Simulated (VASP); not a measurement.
# Rh (P6_3/mmc) in VASP: notebook, part 2 of 2

VASP 6.6.1. Earlier steps stand in the parts before.

**3. Single point, r2SCAN**

This run uses another cell than the first one, of 14.63 Å³/atom, 1.039 times its volume.

POSCAR

```
Rh
1.0
    2.7445373327      0.0000000000      0.0000000000
   -1.3722686664      2.3768390518      0.0000000000
    0.0000000000      0.0000000000      8.9706251171
Rh
4
Direct
    0.6666666667      0.3333333333      0.7500000000
    0.0000000000      0.0000000000      0.5000000000
    0.3333333333      0.6666666667      0.2500000000
    0.0000000000      0.0000000000      0.0000000000
```

INCAR.step1

```
SYSTEM = Rh
PREC = Accurate ; ENCUT = 580
ISMEAR = -1 ; SIGMA = 0.05
LREAL = .FALSE. ; LASPH = .TRUE.
NELM = 120 ; NBANDS = 42
GGA = PE ; ALGO = Normal
EDIFF = 1E-5 ; LWAVE = .TRUE.
LCHARG = .FALSE. ; GGA_COMPAT = .FALSE.
```

INCAR.step2

```
SYSTEM = Rh
PREC = Accurate ; ENCUT = 580
EDIFF = 1E-6 ; ISMEAR = -1
SIGMA = 0.05 ; LREAL = .FALSE.
LASPH = .TRUE. ; NELM = 120
ALGO = Normal ; ISIF = 2
LWAVE = .FALSE. ; LCHARG = .FALSE.
METAGGA = R2SCAN ; LMIXTAU = .TRUE.
NBANDS = 42 ; ISTART = 1
GGA_COMPAT = .FALSE.
```

KPOINTS

```
regular mesh
0
G
  11 11 3
  0 0 0
```

Potentials or basis: VASP PAW PBE potentials, release 64 (Rh_sv_GW).

Started as:

```
> cat potpaw_PBE.64/Rh_sv_GW/POTCAR > POTCAR
> cp INCAR.step1 INCAR
> mpirun -np 1 vasp_std > vasp.out
> cp INCAR.step2 INCAR
> mpirun -np 1 vasp_std > vasp.out
```

OUTCAR:

```text
SYSTEM = Rh
   PREC = Accurate
   ENCUT = 580
   EDIFF = 1E-6
   ISMEAR = -1
   LREAL = .FALSE.
   LASPH = .TRUE.
   NELM = 120
   ISIF = 2
   METAGGA = R2SCAN
   ISTART = 1

 ion  position               nearest neighbor table
   1  0.667  0.333  0.750-
   2  0.000  0.000  0.500-
   3  0.333  0.667  0.250-
   4  0.000  0.000  0.000-

  LATTYP: Found a hexagonal cell.
 ALAT       =     2.7445373327
 C/A-ratio  =     3.2685382014

  Lattice vectors:

 A1 = (   2.7445373327,   0.0000000000,   0.0000000000)
 A2 = (  -1.3722686664,   2.3768390518,   0.0000000000)
 A3 = (   0.0000000000,   0.0000000000,   8.9706251171)

Analysis of symmetry for initial positions (statically):
=====================================================================
 Subroutine PRICEL returns:
 Original cell was already a primitive cell.

 Routine SETGRP: Setting up the symmetry group for a
[... 161 lines left out ...]
 NGX is ok and might be reduce to    24
   NGX = 11   NGY = 11   NGZ = 35

 number of electron      68.0000025 magnetization

 Free energy of the ion-electron system (eV)
  ---------------------------------------------------
  ext. energy  EPLUGINS =         0.00000000
  ---------------------------------------------------
  free energy    TOTEN  =       -92.87974224 eV

  energy without entropy =      -92.82449503  energy(sigma->0) =      -92.85211863

 E-fermi :   9.6697     XC(G=0): -14.8093

 val. band max:        9.6651085763   @ k =   0.2727   0.0909   0.0000
 cond. band min:       9.6798334024   @ k =   0.3636   0.2727   0.3333
 fundamental gap:      0.0147248261
 Fermi energy:         9.6697364851

 k-point     1 :       0.0000    0.0000    0.0000
  band No.  band energies     occupation
      1     -71.3175      2.00000
      2     -71.2783      2.00000
      3     -71.2621      2.00000
      4     -71.2226      2.00000
      5     -38.6594      2.00000
      6     -38.3548      2.00000
[... 1069 lines left out ...]
     41      19.9650      0.00000
     42      22.9209      0.00000

 [... further k-points ...]
[... 5 lines left out ...]
  --------------------------------------------------------------------------------------
  -------------------------------------------------------------------------------------
  Total       -5.7868250     -5.7868250     -6.2971628      0.0000000      0.0000000      0.0000000
  in kB     -158.4379844   -158.4379844   -172.4105674      0.0000000      0.0000000      0.0000000
  external PRESSURE =    -163.0955120 kB  Pullay stress =       0.0000000 kB

 VOLUME and BASIS-vectors are now :
 -----------------------------------------------------------------------------
  energy-cutoff  :      580.00
  volume of cell :       58.52
      direct lattice vectors                 reciprocal lattice vectors
     2.744537333  0.000000000  0.000000000     0.364360138  0.210363423  0.000000000
    -1.372268666  2.376839052  0.000000000     0.000000000  0.420726847  0.000000000
     0.000000000  0.000000000  8.970625117     0.000000000  0.000000000  0.111474952

 POSITION                                       TOTAL-FORCE (eV/Angst)
 -----------------------------------------------------------------------------------
      1.37227      0.79228      6.72797         0.000000     -0.000000      0.000000
      0.00000      0.00000      4.48531         0.000000      0.000000     -0.000000
     -0.00000      1.58456      2.24266        -0.000000      0.000000     -0.000000
      0.00000      0.00000      0.00000         0.000000      0.000000     -0.000000
 -----------------------------------------------------------------------------------
    total drift:                               -0.000000      0.000000      0.000000

  FREE ENERGIE OF THE ION-ELECTRON SYSTEM (eV)
  ---------------------------------------------------
  free  energy   TOTEN  =       -92.8797422368 eV

  energy  without entropy=      -92.8244950272  energy(sigma->0) =      -92.85211863
```

OUTCAR.step1:

```text
SYSTEM = Rh
   PREC = Accurate
   ENCUT = 580
   ISMEAR = -1
   LREAL = .FALSE.
   LASPH = .TRUE.
   NELM = 120
[... 1310 lines left out ...]
      0.00000      0.00000      4.48531         0.000000      0.000000      0.000000
     -0.00000      1.58456      2.24266        -0.000000     -0.000000     -0.000000
      0.00000      0.00000      0.00000         0.000000      0.000000      0.000000
 -----------------------------------------------------------------------------------
    total drift:                               -0.000000      0.000000      0.000000

  FREE ENERGIE OF THE ION-ELECTRON SYSTEM (eV)
  ---------------------------------------------------
  free  energy   TOTEN  =       -25.5149186563 eV

  energy  without entropy=      -25.4585798560  energy(sigma->0) =      -25.48674926
```

OSZICAR.step1:

```text
N       E                     dE             d eps       ncg     rms          rms(c)
DAV:   1     0.167712009493E+04    0.16771E+04   -0.42148E+04  2832   0.221E+03
DAV:   2     0.122230778011E+03   -0.15549E+04   -0.15023E+04  2688   0.116E+03
DAV:   3    -0.225874882038E+02   -0.14482E+03   -0.13649E+03  4384   0.325E+02
DAV:   4    -0.298597339768E+02   -0.72722E+01   -0.69167E+01  4200   0.957E+01
DAV:   5    -0.300653505560E+02   -0.20562E+00   -0.20445E+00  4216   0.137E+01    0.103E+02
DAV:   6    -0.256235567750E+02    0.44418E+01   -0.16476E+01  3720   0.470E+01    0.407E+01
DAV:   7    -0.255639598349E+02    0.59597E-01   -0.68628E-01  4328   0.979E+00    0.133E+01
DAV:   8    -0.263749396655E+02   -0.81098E+00   -0.40561E+00  4288   0.253E+01    0.997E+00
DAV:   9    -0.255113825521E+02    0.86356E+00   -0.16049E+00  4232   0.161E+01    0.105E+00
DAV:  10    -0.255149542857E+02   -0.35717E-02   -0.67736E-02  3578   0.272E+00    0.286E-01
DAV:  11    -0.255150036730E+02   -0.49387E-04   -0.43027E-03  4686   0.620E-01    0.340E-01
DAV:  12    -0.255149521311E+02    0.51542E-04   -0.71241E-04  3678   0.480E-01    0.145E-01
DAV:  13    -0.255149325136E+02    0.19618E-04   -0.93198E-05  3562   0.125E-01    0.642E-02
DAV:  14    -0.255149194193E+02    0.13094E-04   -0.16680E-05  1598   0.697E-02    0.216E-02
DAV:  15    -0.255149186563E+02    0.76297E-06   -0.13212E-05  1548   0.351E-02
   1 F= -.25514919E+02 E0= -.25486749E+02  d E =-.563388E-01
```

It took 5.2 min on 1 thread of Intel Xeon Platinum 8375C at 2.90GHz (Ice Lake), shared host; peak memory 0.26 GiB.

Results:

| Quantity | Value |
| --- | --- |
| Free energy | -92.8797 eV |
| Pressure | -16.3 GPa |
| Band gap on the k mesh | zero (band 34 reaches 10.26 eV, above the bottom of band 35 at 8.69 eV) |

Stress tensor (GPa, compression positive):
```
-15.84   0.00   0.00
  0.00 -15.84   0.00
  0.00   0.00 -17.24
```

Caveat: the PAW data sets were made with another functional, which shifts forces and pressure a little.

**4. Single point, r2SCAN**

This run uses another cell than the first one, of 12.97 Å³/atom, 0.922 times its volume.

POSCAR

```
Rh
1.0
    2.6367956413      0.0000000000      0.0000000000
   -1.3183978206      2.2835320100      0.0000000000
    0.0000000000      0.0000000000      8.6184672829
Rh
4
Direct
    0.6666666667      0.3333333333      0.7500000000
    0.0000000000      0.0000000000      0.5000000000
    0.3333333333      0.6666666667      0.2500000000
    0.0000000000      0.0000000000      0.0000000000
```

INCAR.step1

```
ALGO = Normal
EDIFF = 1E-5
ENCUT = 580
GGA = PE
GGA_COMPAT = F
ISMEAR = -1
LASPH = T
LCHARG = F
LREAL = F
LWAVE = T
NBANDS = 42
NELM = 120
PREC = Accurate
SIGMA = 0.05
```

INCAR.step2

```
ALGO = Normal
EDIFF = 1E-6
ENCUT = 580
GGA_COMPAT = F
ISIF = 2
ISMEAR = -1
ISTART = 1
LASPH = T
LCHARG = T
LELF = T
LMIXTAU = T
LREAL = F
LVHAR = T
LWAVE = F
METAGGA = R2SCAN
NBANDS = 42
NELM = 120
PREC = Accurate
SIGMA = 0.05
```

KPOINTS

```
k-points
0
Gamma
  11 11 3
```

Started as:

```
> cat potpaw_PBE.64/Rh_sv_GW/POTCAR > POTCAR
> cp INCAR.step1 INCAR
> mpirun -np 1 vasp_std > vasp.out
> cp INCAR.step2 INCAR
> mpirun -np 1 vasp_std > vasp.out
```

Wall time 6.1 min (1 thread of AMD EPYC 9R45 (Zen 5), shared host); peak memory 0.22 GiB.

It converged, with:

```
Free energy            : -92.8792 eV
Pressure               : 17.0 GPa
Band gap on the k mesh : zero (band 34 reaches 12.45 eV, above the bottom of band 35 at 10.56 eV)
```

Stress tensor (GPa, compression positive):
```
17.55  0.00  0.00
 0.00 17.55  0.00
 0.00  0.00 15.83
```

Levels at points of the mesh, in eV from the Fermi level:
| k point | band 29 | band 30 | band 31 | band 32 | band 33 | band 34 | band 35 | band 36 | band 37 | band 38 |
| --- | --- | --- | --- | --- | --- | --- | --- | --- | --- | --- |
| (0.00, 0.00, 0.00) | -3.10 | -2.97 | -2.97 | -1.66 | -1.66 | -0.98 | -0.98 | -0.40 | -0.40 | 0.48 |

Caveat: the PAW data sets were made with another functional, which shifts forces and pressure a little.

**5. Summary**

| cell | gap on the mesh (eV) | pressure (GPa) |
| --- | --- | --- |
| a = 2.710, b = 2.710, c = 8.856 Å, angles 90.0, 90.0, 120.0°, 4 atoms | none | -7.9 |
| a = 2.745, b = 2.745, c = 8.971 Å, angles 90.0, 90.0, 120.0°, 4 atoms | none | -16.3 |
| a = 2.637, b = 2.637, c = 8.618 Å, angles 90.0, 90.0, 120.0°, 4 atoms | none | 17.0 |

Alike in all rows: task single point; level r2SCAN; potentials or basis VASP PAW PBE potentials, release 64 (Rh_sv_GW); no spin polarisation; k mesh 11 × 11 × 3; cutoff (eV) 580; smearing fermi-dirac 0.05 eV.

Caveats: the PAW data sets were made with another functional, which shifts forces and pressure a little.

Total energies depend on the potentials used, so only differences within one code and one set of settings carry meaning.
